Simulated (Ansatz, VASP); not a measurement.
**Ru in VASP and in Ansatz**

File INCAR:

```
  ALGO = Fast
  EDIFF = 1E-6
  ENCUT = 520
  ISIF = 2
  ISMEAR = 0
  LASPH = T
  LCHARG = T
  LELF = T
  LREAL = F
  LVHAR = T
  LWAVE = F
  NBANDS = 21
  NELM = 60
  PREC = Accurate
  SIGMA = 0.15
```

The input KPOINTS:

```
k-points
0
Gamma
  21 21 12
```

POSCAR

```
Ru
1.0
    2.7057993342      0.0000000000      0.0000000000
   -1.3528996671      2.3432909610      0.0000000000
    0.0000000000      0.0000000000      4.3889475000
Ru
2
Direct
    0.3333333333      0.6666666667      0.2500000000
    0.6666666667      0.3333333333      0.7500000000
```

Input for Ansatz:

```yaml
crystal:
  lattice:
    - [2.7057993342, 0.0, 0.0]
    - [-1.3528996671, 2.343290961, 0.0]
    - [0.0, 0.0, 4.3889475]
  atoms:
    - { symbol: Ru, position: [0.3333333333, 0.6666666667, 0.25] }
    - { symbol: Ru, position: [0.6666666667, 0.3333333333, 0.75] }
basis:
  ecutwfc: 420
kpoints:
  mp_grid: { grid: [21, 21, 12] }
hamiltonian:
  xc: lda
scf:
  occupations: { method: gaussian, width: 0.15 }
output:
  forces: true
  stress: true
  eigenvalues: true
```

Change from the starting cell: strain +0.0250 x Voigt [0, 0, 1, 0, 0, 0], atoms carried along.

Alike in both runs: task single point; functional LDA; k mesh 21 × 21 × 12; occupations gaussian, width 0.15 eV; no spin polarisation.

|  | VASP | Ansatz |
| --- | --- | --- |
| version | VASP 6.6.1 | Ansatz 0.2.0 |
| potentials or method | VASP PAW LDA potentials, release 64 (Ru_pv), cutoff 520 eV | scalar-relativistic, plane waves, PAW |
| valence electrons in the cell | 28 | 32 |

VASP gave:

| Item | Value |
| --- | --- |
| gap on the k mesh at the Fermi level (eV) | none |
| pressure (GPa) | -18.8 |
| traceless stress, the component that is largest in VASP (GPa) | -8.23 |

Q: Which values does Ansatz return?

A: gap on the k mesh at the Fermi level (eV): none; pressure (GPa): -19.5; traceless stress, the component that is largest in VASP (GPa): -8.25.

LDA's correlation is that of Perdew and Zunger in VASP and of Perdew and Wang (1992) in Ansatz. A gap of «none» marks a metal or a gap that the smearing closes. VASP's potentials hold 28 valence electrons a cell and Ansatz's 32, so a difference there can come from the potentials and not from the codes.
